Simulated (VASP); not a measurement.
# PrHRh3 in VASP: a series of runs

The runs below take PrHRh3 through relaxation of shape and atoms at fixed volume, relaxation of cell and atoms, with PBE.

Program: VASP 6.6.1. These are calculated values, not measurements. Logs are shortened: lines on timing, memory, paths and dates and some standing lists are left out, and cuts for length are marked.

## Step 1: The cell of the first run

The typed cell holds 5 atoms: a = 4.049 Å, b = 4.049 Å, c = 4.049 Å, α = 90.00°, β = 90.00°, γ = 90.00°.

## Step 2: Relaxation of shape and atoms at fixed volume, PBE (13.28 Å³/atom)

File INCAR:

```
PREC = Accurate ; ENCUT = 500
EDIFF = 1E-7 ; ISMEAR = 0
SIGMA = 0.1 ; LREAL = F
LASPH = T ; NELM = 200
ALGO = Normal ; ISIF = 4
LWAVE = F ; LCHARG = F
GGA = PE ; IBRION = 2
NSW = 50 ; EDIFFG = -0.01
GGA_COMPAT = F ; NELMIN = 4
LMAXMIX = 6
```

File KPOINTS:

```
Automatic mesh
0
Gamma
  6 6 6
```

File POSCAR:

```
PrHRh3
1.0
    2.8633068978      1.6531310082      2.3380750591
   -2.8633068978      1.6531310082      2.3380750591
    0.0000000000     -3.3062620164      2.3380750591
Pr H Rh
1 1 3
Direct
    1.0107777174      1.0107777174      1.0107777174
    0.5110120009      0.5110120009      0.5110120009
    0.5106327075      0.0106106866      0.5106327075
    0.5106327075      0.5106327075      0.0106106866
    0.0106106866      0.5106327075      0.5106327075
```

Potentials or basis: VASP PAW PBE potentials, release 64 (Pr_3, H, Rh_pv), 4f in core.

Command:

```
$ cat potpaw_PBE.64/Pr_3/POTCAR potpaw_PBE.64/H/POTCAR potpaw_PBE.64/Rh_pv/POTCAR > POTCAR
$ mpirun -np 1 vasp_std > vasp.out
```

OUTCAR:

```text
PREC = Accurate
   ENCUT = 500
   EDIFF = 1E-7
   ISMEAR = 0
   LREAL = F
   LASPH = T
   NELM = 200
   ISIF = 4
   GGA = PE
   IBRION = 2
   NSW = 50
   EDIFFG = -0.01
   NELMIN = 4

 ion  position               nearest neighbor table
   1  0.011  0.011  0.011-   4 2.86   3 2.86   5 2.86   5 2.86   3 2.86   3 2.86   5 2.86   4 2.86
                             4 2.86   4 2.86   3 2.86   5 2.86
   2  0.511  0.511  0.511-   4 2.02   3 2.02   5 2.02   4 2.03   3 2.03   5 2.03
   3  0.511  0.011  0.511-   2 2.02   2 2.03   1 2.86   4 2.86   5 2.86   1 2.86   1 2.86   4 2.86
                             5 2.86   5 2.86   5 2.86   4 2.86   4 2.86   1 2.86
   4  0.511  0.511  0.011-   2 2.02   2 2.03   1 2.86   3 2.86   5 2.86   1 2.86   1 2.86   3 2.86
                             5 2.86   3 2.86   5 2.86   3 2.86   5 2.86   1 2.86
   5  0.011  0.511  0.511-   2 2.02   2 2.03   1 2.86   4 2.86   3 2.86   1 2.86   1 2.86   4 2.86
                             3 2.86   3 2.86   3 2.86   4 2.86   4 2.86   1 2.86

  LATTYP: Found a trigonal (rhomboedric) cell.
 ALAT       =     4.0494398999
 COS(alpha) =     0.0000555387

  Lattice vectors:

 A1 = (   2.8633068978,   1.6531310082,   2.3380750591)
 A2 = (  -2.8633068978,   1.6531310082,   2.3380750591)
 A3 = (   0.0000000000,  -3.3062620164,   2.3380750591)

Analysis of symmetry for initial positions (statically):
=====================================================================
 Subroutine PRICEL returns:
 Original cell was already a primitive cell.

 Routine SETGRP: Setting up the symmetry group for a
 trigonal (rhombohedral) supercell.

 Subroutine GETGRP returns: Found  6 space group operations
 (whereof  6 operations were pure point group operations)
 out of a pool of 12 trial point group operations.

The static configuration has the point symmetry C_3v.

Analysis of symmetry for dynamics (positions and initial velocities):
=====================================================================
 Subroutine PRICEL returns:
 Original cell was already a primitive cell.

 Routine SETGRP: Setting up the symmetry group for a
 trigonal (rhombohedral) supercell.

 Subroutine GETGRP returns: Found  6 space group operations
 (whereof  6 operations were pure point group operations)
[... 166 lines left out ...]
  Total        6.6023578      6.6023578      6.5956887     -0.0000000      0.0000000      0.0000000
  in kB      159.3032972    159.3032972    159.1423841     -0.0000000      0.0000000      0.0000000
  external PRESSURE =     159.2496595 kB  Pullay stress =       0.0000000 kB

 VOLUME and BASIS-vectors are now :
 -----------------------------------------------------------------------------
  energy-cutoff  :      500.00
  volume of cell :       66.40
      direct lattice vectors                 reciprocal lattice vectors
     2.863306898  1.653131008  2.338075059     0.174623265  0.100818789  0.142567422
    -2.863306898  1.653131008  2.338075059    -0.174623265  0.100818789  0.142567422
     0.000000000 -3.306262016  2.338075059     0.000000000 -0.201637578  0.142567422

 POSITION                                       TOTAL-FORCE (eV/Angst)
 -----------------------------------------------------------------------------------
      0.00000      0.00000      0.07560        -0.000000      0.000000     -0.010888
      0.00000      0.00000      3.58435        -0.000000      0.000000     -0.000841
      1.43172     -0.82660      2.41260         0.000427     -0.000247      0.003910
      0.00000      1.65320      2.41260        -0.000000      0.000493      0.003910
     -1.43172     -0.82660      2.41260        -0.000427     -0.000247      0.003910
 -----------------------------------------------------------------------------------
    total drift:                                0.000000      0.000013      0.000584

  FREE ENERGIE OF THE ION-ELECTRON SYSTEM (eV)
  ---------------------------------------------------
  free  energy   TOTEN  =       -31.2034380682 eV

  energy  without entropy=      -31.1679721835  energy(sigma->0) =      -31.18570513

--------------------------------------- Ionic step        2  -------------------------------------------

 number of electron      56.9999993 magnetization

 Free energy of the ion-electron system (eV)
  ---------------------------------------------------
  ext. energy  EPLUGINS =         0.00000000
  ---------------------------------------------------
  free energy    TOTEN  =       -31.20344321 eV

  energy without entropy =      -31.16797669  energy(sigma->0) =      -31.18570995

 E-fermi :   9.3043     XC(G=0): -13.1061

 val. band max:        9.2989280887   @ k =  -0.3333   0.1667   0.0000
 cond. band min:       9.3201827710   @ k =   0.1667   0.0000   0.0000
 fundamental gap:      0.0212546823
 Fermi energy:         9.3043066796

 k-point     1 :       0.0000    0.0000    0.0000
  band No.  band energies     occupation
      1     -36.8158      2.00000
      2     -36.8158      2.00000
      3     -36.8158      2.00000
      4     -36.5871      2.00000
      5     -36.5871      2.00000
      6     -36.5871      2.00000
[... 877 lines left out ...]
     33      12.8853      0.00000
     34      13.1001      0.00000

 [... further k-points ...]
[... 5 lines left out ...]
  --------------------------------------------------------------------------------------
  -------------------------------------------------------------------------------------
  Total        6.5996522      6.5996522      6.5944880      0.0000000      0.0000000     -0.0000000
  in kB      159.2380175    159.2380175    159.1134139      0.0000000      0.0000000     -0.0000000
  external PRESSURE =     159.1964829 kB  Pullay stress =       0.0000000 kB

 VOLUME and BASIS-vectors are now :
 -----------------------------------------------------------------------------
  energy-cutoff  :      500.00
  volume of cell :       66.40
      direct lattice vectors                 reciprocal lattice vectors
     2.863368314  1.653166467  2.337974762     0.174619520  0.100816627  0.142573538
    -2.863368314  1.653166467  2.337974762    -0.174619520  0.100816627  0.142573538
     0.000000000 -3.306332934  2.337974762     0.000000000 -0.201633254  0.142573538

 POSITION                                       TOTAL-FORCE (eV/Angst)
 -----------------------------------------------------------------------------------
      0.00000      0.00000      0.07507        -0.000000     -0.000000     -0.002693
      0.00000      0.00000      3.58416        -0.000000     -0.000000     -0.001099
      1.43177     -0.82663      2.41269        -0.001425      0.000823      0.001264
      0.00000      1.65326      2.41269         0.000000     -0.001645      0.001264
     -1.43177     -0.82663      2.41269         0.001425      0.000823      0.001264
 -----------------------------------------------------------------------------------
    total drift:                                0.000000      0.000013      0.000681

  FREE ENERGIE OF THE ION-ELECTRON SYSTEM (eV)
  ---------------------------------------------------
  free  energy   TOTEN  =       -31.2034432060 eV

  energy  without entropy=      -31.1679766866  energy(sigma->0) =      -31.18570995

 reached required accuracy - stopping structural energy minimisation
```

OSZICAR:

```text
N       E                     dE             d eps       ncg     rms          rms(c)
DAV:   1     0.664427557333E+03    0.66443E+03   -0.33769E+04  2200   0.178E+03
DAV:   2    -0.559209284465E+01   -0.67002E+03   -0.65906E+03  2306   0.546E+02
DAV:   3    -0.325202940634E+02   -0.26928E+02   -0.26150E+02  2740   0.105E+02
[... 13 lines left out ...]
   1 F= -.31203438E+02 E0= -.31185705E+02  d E =-.312034E+02
       N       E                     dE             d eps       ncg     rms          rms(c)
DAV:   1    -0.312034344324E+02    0.37148E-05   -0.13964E-03  2300   0.456E-01    0.108E-02
DAV:   2    -0.312034437019E+02   -0.92695E-05   -0.11331E-04  2306   0.919E-02    0.519E-03
DAV:   3    -0.312034433035E+02    0.39843E-06   -0.32084E-06  3106   0.102E-02    0.219E-03
DAV:   4    -0.312034432060E+02    0.97470E-07   -0.23344E-07  1658   0.316E-03
   2 F= -.31203443E+02 E0= -.31185710E+02  d E =-.513785E-05
```

It took 54 s on 1 thread of AMD EPYC 9R45 (Zen 5), shared host; peak memory 0.18 GiB.

Results:

```yaml
Free_energy: -31.2034 eV
Energy_gained_by_relaxing: 0.0 meV/atom
Ionic_steps: 2
Pressure_after_relaxing: 15.9 GPa
Band_gap_on_the_k_mesh: zero (an odd number of electrons rules out a gap without spin polarisation)
```

Forces on the atoms (eV/Å):
```
Pr   0.000  0.000 -0.003
H    0.000  0.000 -0.001
Rh  -0.001  0.001  0.001
Rh   0.000 -0.002  0.001
Rh   0.001  0.001  0.001
```

Final structure:
```cif
data_structure
_symmetry_space_group_name_H-M 'P 1'
_symmetry_Int_Tables_number 1
_cell_length_a 4.0494
_cell_length_b 4.0494
_cell_length_c 4.0494
_cell_angle_alpha 89.999
_cell_angle_beta 89.999
_cell_angle_gamma 89.999
_cell_volume 66.40
loop_
_atom_site_label
_atom_site_type_symbol
_atom_site_fract_x
_atom_site_fract_y
_atom_site_fract_z
_atom_site_occupancy
Pr1 Pr 0.01070 0.01070 0.01070 1
H1 H 0.51101 0.51101 0.51101 1
Rh1 Rh 0.51066 0.01063 0.51066 1
Rh2 Rh 0.51066 0.51066 0.01063 1
Rh3 Rh 0.01063 0.51066 0.51066 1
```

Levels at points of the mesh, in eV from the Fermi level:
```
           k point  band 25  band 26  band 27  band 28  band 29  band 30  band 31  band 32
(0.00, 0.00, 0.00)    -0.56     0.41     0.74     0.74     0.74     3.83     3.83     3.83
(0.50, 0.00, 0.00)    -1.12    -1.02    -1.02    -0.78    -0.34     0.74     2.44     2.44
(0.50, 0.50, 0.00)    -1.56    -1.42    -1.42    -0.98    -0.88    -0.68     3.12     3.12
(0.50, 0.50, 0.50)    -1.51    -1.51     0.42     0.42     0.42     3.34     3.34     3.34
```

Caveat: spin-orbit coupling is left out, which moves the levels of the heavy elements; the 4f electrons are frozen in the core, so they carry no moment and show no levels. Spin polarisation is off, so any magnetic state and its effect on volume and gap are missing.

## Step 3: Relaxation of cell and atoms, PBE

This run uses another cell than the first one, of 14.45 Å³/atom.

File INCAR:

```
SYSTEM = PrHRh3
  ALGO = Normal
  EDIFF = 1E-7
  EDIFFG = -0.08
  ENCUT = 500
  GGA = PE
  GGA_COMPAT = .False.
  IBRION = 2
  ISIF = 3
  ISMEAR = 0
  LASPH = .True.
  LCHARG = .False.
  LMAXMIX = 6
  LREAL = .False.
  LWAVE = .False.
  NELM = 200
  NELMIN = 4
  NSW = 36
  PREC = Accurate
  SIGMA = 0.2
```

File KPOINTS:

```
k-points
0
Gamma
  4 4 4
  0 0 0
```

File POSCAR:

```
PrHRh3
1.0
    4.1620970500      0.0000000000      0.0000000000
    0.0000000000      4.1677034200      0.0000000000
   -0.0031225100      0.0000000000      4.1645792200
Pr H Rh
1 1 3
Direct
    0.9936670100      0.0000000000      0.0010170000
    0.4849190100      0.5000000000      0.4958910000
    0.4872990000      0.0000000000      0.4960240100
    0.9853310000      0.5000000000      0.5010460000
    0.4887810100      0.5000000000      0.9960200200
```

Potentials or basis: VASP PAW PBE potentials, release 64 (Pr_3, H, Rh_pv), 4f in core.

Command:

```
$ cat potpaw_PBE.64/Pr_3/POTCAR potpaw_PBE.64/H/POTCAR potpaw_PBE.64/Rh_pv/POTCAR > POTCAR
$ mpirun -np 1 vasp_std > vasp.out
```

OUTCAR:

```text
SYSTEM = PrHRh3
   EDIFF = 1E-7
   EDIFFG = -0.08
   ENCUT = 500
   GGA = PE
   IBRION = 2
   ISIF = 3
   ISMEAR = 0
   LASPH = .True.
   LREAL = .False.
   NELM = 200
   NELMIN = 4
   NSW = 36
   PREC = Accurate

 ion  position               nearest neighbor table
   1  0.994  0.000  0.001-   3 2.91   5 2.93   5 2.93   3 2.94   4 2.95   4 2.95   4 2.95   4 2.95
                             3 2.95   5 2.96   5 2.96   3 2.98
   2  0.485  0.500  0.496-   4 2.08   5 2.08   4 2.08   5 2.08   3 2.08   3 2.08
   3  0.487  0.000  0.496-   2 2.08   2 2.08   1 2.91   4 2.94   4 2.94   1 2.94   5 2.95   5 2.95
                             5 2.95   5 2.95   1 2.95   4 2.95   4 2.95   1 2.98
   4  0.985  0.500  0.501-   2 2.08   2 2.08   5 2.92   5 2.94   3 2.94   3 2.94   1 2.95   1 2.95
                             1 2.95   1 2.95   5 2.95   3 2.95   3 2.95   5 2.97
   5  0.489  0.500  0.996-   2 2.08   2 2.08   4 2.92   1 2.93   1 2.93   4 2.94   3 2.95   3 2.95
                             3 2.95   3 2.95   4 2.95   1 2.96   1 2.96   4 2.97

  LATTYP: Found a simple monoclinic cell.
 ALAT       =     4.1620970500
 B/A-ratio  =     1.0013470061
 C/A-ratio  =     1.0005966561
 COS(beta)  =    -0.0007497778

  Lattice vectors:

 A1 = (   4.1620970500,   0.0000000000,   0.0000000000)
 A2 = (   0.0000000000,   4.1677034200,   0.0000000000)
[... 186 lines left out ...]

  FORCE on cell =-STRESS in cart. coord.  units (eV):
  Direction    XX          YY          ZZ          XY          YZ          ZX
  --------------------------------------------------------------------------------------
  -------------------------------------------------------------------------------------
  Total        0.1452257      0.0745052      0.1179690      0.0000000      0.0000000      0.0316773
  in kB        3.2208751      1.6524065      2.6163660      0.0000000      0.0000000      0.7025511
  external PRESSURE =       2.4965492 kB  Pullay stress =       0.0000000 kB
[... 65 lines left out ...]
--------------------------------------- Ionic step        3  -------------------------------------------

 number of electron      56.9999991 magnetization

 Free energy of the ion-electron system (eV)
  ---------------------------------------------------
  ext. energy  EPLUGINS =         0.00000000
  ---------------------------------------------------
  free energy    TOTEN  =       -31.56205749 eV

  energy without entropy =      -31.48357650  energy(sigma->0) =      -31.52281700

 E-fermi :   8.1514     XC(G=0): -12.5844

 val. band max:        8.1237928421   @ k =   0.2500   0.0000   0.0000
 cond. band min:       8.2258436811   @ k =   0.2500   0.5000   0.2500
 fundamental gap:      0.1020508390
 Fermi energy:         8.1513902228

 k-point     1 :       0.0000    0.0000    0.0000
  band No.  band energies     occupation
      1     -37.7217      2.00000
      2     -37.7212      2.00000
      3     -37.7211      2.00000
      4     -37.5171      2.00000
      5     -37.5170      2.00000
      6     -37.5169      2.00000
[... 877 lines left out ...]
     33      11.4348      0.00000
     34      11.4365      0.00000

 [... further k-points ...]
[... 5 lines left out ...]
  --------------------------------------------------------------------------------------
  -------------------------------------------------------------------------------------
  Total       -0.2197342     -0.2363098     -0.2290974      0.0000000      0.0000000     -0.0100543
  in kB       -4.8497754     -5.2156160     -5.0564324      0.0000000      0.0000000     -0.2219104
  external PRESSURE =      -5.0406079 kB  Pullay stress =       0.0000000 kB
[... 20 lines left out ...]
  FREE ENERGIE OF THE ION-ELECTRON SYSTEM (eV)
  ---------------------------------------------------
  free  energy   TOTEN  =       -31.5620574906 eV

  energy  without entropy=      -31.4835765021  energy(sigma->0) =      -31.52281700

 reached required accuracy - stopping structural energy minimisation
```

OSZICAR:

```text
N       E                     dE             d eps       ncg     rms          rms(c)
DAV:   1     0.656092614558E+03    0.65609E+03   -0.33867E+04  2040   0.176E+03
DAV:   2    -0.704364953677E+01   -0.66314E+03   -0.65287E+03  2180   0.535E+02
DAV:   3    -0.326369992844E+02   -0.25593E+02   -0.24919E+02  2626   0.102E+02
[... 33 lines left out ...]
DAV:   5    -0.315620628742E+02    0.62311E-05   -0.13867E-04  2492   0.129E-01    0.241E-02
DAV:   6    -0.315620592822E+02    0.35920E-05   -0.18784E-05  2482   0.476E-02    0.139E-02
DAV:   7    -0.315620576825E+02    0.15998E-05   -0.65658E-06  2688   0.161E-02    0.248E-03
DAV:   8    -0.315620575616E+02    0.12085E-06   -0.12274E-06  2380   0.104E-02    0.225E-03
DAV:   9    -0.315620574906E+02    0.71055E-07   -0.28912E-07  1500   0.636E-03
   3 F= -.31562057E+02 E0= -.31522817E+02  d E =-.323603E-02
```

CONTCAR:

```text
PrHRh3
   1.00000000000000
     4.1707865149132504    0.0000000000000000    0.0018953833916940
     0.0000000000000000    4.1721673837309536    0.0000000000000000
    -0.0012325154623020    0.0000000000000000    4.1716405924857387
  Pr              H               Rh
     1     1     3
Direct
     0.9901993868543977    0.0000000000000000    0.9994737916637436
     0.4849568793004785    0.5000000000000000    0.4958871483825254
     0.4891517704461520    0.0000000000000000    0.4980131435370922
     0.9859666133985286    0.5000000000000000    0.4999877870925036
     0.4897223800004440    0.5000000000000000    0.9966361593241376

  0.00000000E+00  0.00000000E+00  0.00000000E+00
  0.00000000E+00  0.00000000E+00  0.00000000E+00
  0.00000000E+00  0.00000000E+00  0.00000000E+00
  0.00000000E+00  0.00000000E+00  0.00000000E+00
  0.00000000E+00  0.00000000E+00  0.00000000E+00
```

Wall time 94 s (1 thread of AMD EPYC 9R45 (Zen 5), shared host); peak memory 0.18 GiB.

What came out:

```
Free energy                           : -31.5621 eV
Relaxed volume                        : 14.52 Å³/atom
Relaxed cell                          : a = 4.171 Å, b = 4.172 Å, c = 4.172 Å, α = 90.00°, β = 89.99°, γ = 90.00°
Space group after relaxing (to 0.1 Å) : Pm-3m (No. 221)
Energy gained by relaxing             : 0.6 meV/atom
Ionic steps                           : 3
Pressure after relaxing               : -0.5 GPa
Largest force after relaxing          : 0.065 eV/Å
Band gap on the k mesh                : zero (an odd number of electrons rules out a gap without spin polarisation)
```

Forces in eV/Å, atoms in the order of the input:
```
Pr  -0.029  0.000 -0.018
H   -0.004  0.000 -0.003
Rh   0.001  0.000  0.027
Rh   0.050  0.000 -0.041
Rh  -0.019  0.000  0.034
```

The path:
| step | energy change (eV) | largest force (eV/Å) | pressure (GPa) | volume (Å³) |
| --- | --- | --- | --- | --- |
| 1 | 0.0000 | 0.2198 | 0.25 | 72.24 |
| 2 | -0.0029 | 0.0941 | -0.26 | 72.48 |
| 3 | -0.0032 | 0.0646 | -0.50 | 72.59 |

Final structure:
```xyz
5
Lattice="4.1708 0.0000 0.0019 0.0000 4.1722 0.0000 -0.0012 0.0000 4.1716" Properties=species:S:1:pos:R:3 pbc="T T T"
Pr    4.1287    0.0000    4.1713
H     2.0220    2.0861    2.0696
Rh    2.0395    0.0000    2.0785
Rh    4.1116    2.0861    2.0876
Rh    2.0413    2.0861    4.1585
```

Caveat: the k points lie up to 0.38 Å⁻¹ apart in the final cell, too coarse for converged energies and pressures of a metal; spin-orbit coupling is left out, which moves the levels of the heavy elements; the 4f electrons are frozen in the core, so they carry no moment and show no levels; the relaxation stopped at a loose force limit of 0.08 eV/Å, so its end isn't a converged minimum. Spin polarisation is off, so any magnetic state and its effect on volume and gap are missing.
